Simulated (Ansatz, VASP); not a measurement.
CuI in VASP and in Ansatz

Contents of INCAR:

```
ALGO     = Normal         # electronic algorithm
EDIFF    = 1E-6           # SCF threshold, eV
EDIFFG   = -0.005         # ionic threshold
ENCUT    = 600            # plane-wave cutoff, eV
GGA      = PE             # functional
IBRION   = 2              # ionic algorithm
ISIF     = 3              # what is computed and relaxed
ISMEAR   = -1             # smearing method
LASPH    = True           # aspherical terms in the spheres
LCHARG   = False          # write CHGCAR
LREAL    = False          # projectors in reciprocal space
LWAVE    = False          # write WAVECAR
NELM     = 60             # most SCF steps
NSW      = 40             # ionic steps
PREC     = Accurate       # precision mode
SIGMA    = 0.05           # smearing width, eV
```

The input KPOINTS:

```
k-points
0
Gamma
  12 12 12
```

File POSCAR:

```
CuI
1.0
    0.0000000000      3.0389565618      3.0389565618
    3.0389565618      0.0000000000      3.0389565618
    3.0389565618      3.0389565618      0.0000000000
Cu I
1 1
Direct
    0.2500000000      0.2500000000      0.2500000000
    0.0000000000      0.0000000000      0.0000000000
```

Input for Ansatz:

```yaml
crystal:
  lattice:
    - [0.0, 3.0389565618, 3.0389565618]
    - [3.0389565618, 0.0, 3.0389565618]
    - [3.0389565618, 3.0389565618, 0.0]
  atoms:
    - { symbol: Cu, position: [0.25, 0.25, 0.25] }
    - { symbol: I, position: [0.0, 0.0, 0.0] }
kpoints:
  mp_grid: { grid: [12, 12, 12] }
scf:
  occupations: { method: fermi_dirac, width: 0.05 }
hamiltonian:
  xc: pbe
  pseudopotentials:
    kind: all_electron
    lapw: { basis_error: 0.0005 }
    relativity: none
output:
  forces: true
  stress: true
  eigenvalues: true
relax:
  f_tol: 0.005
  max_steps: 20
  cell: {}
```

Alike in both runs: task relaxation of cell and atoms; functional PBE; k mesh 12 × 12 × 12; occupations fermi-dirac, width 0.05 eV; no spin polarisation.

|  | VASP | Ansatz |
| --- | --- | --- |
| version | VASP 6.6.1 | Ansatz 0.2.0 |
| potentials or method | VASP PAW PBE potentials, release 64 (Cu, I), cutoff 600 eV | all-electron LAPW, non-relativistic |

Ansatz gave:

| Property | Result |
| --- | --- |
| gap on the k mesh at the Fermi level, each at its own relaxed structure (eV) | 2.02 |
| relaxed volume (Å³/atom) | 28.63 |
| relaxed length of the cell vector where the two differ most in proportion (Å) | 4.326 |

Question: Which values does VASP return?

Answer: gap on the k mesh at the Fermi level, each at its own relaxed structure (eV): 1.12; relaxed volume (Å³/atom): 28.07; relaxed length of the cell vector where the two differ most in proportion (Å): 4.298.

One of these differences is far larger than is usual between the two programs; its cause wasn't traced. Ansatz ran all-electron here, and VASP with PAW potentials.

Spin-orbit coupling is off throughout. Noted on VASP's run: the relaxation stopped at its first step, so nothing moved.
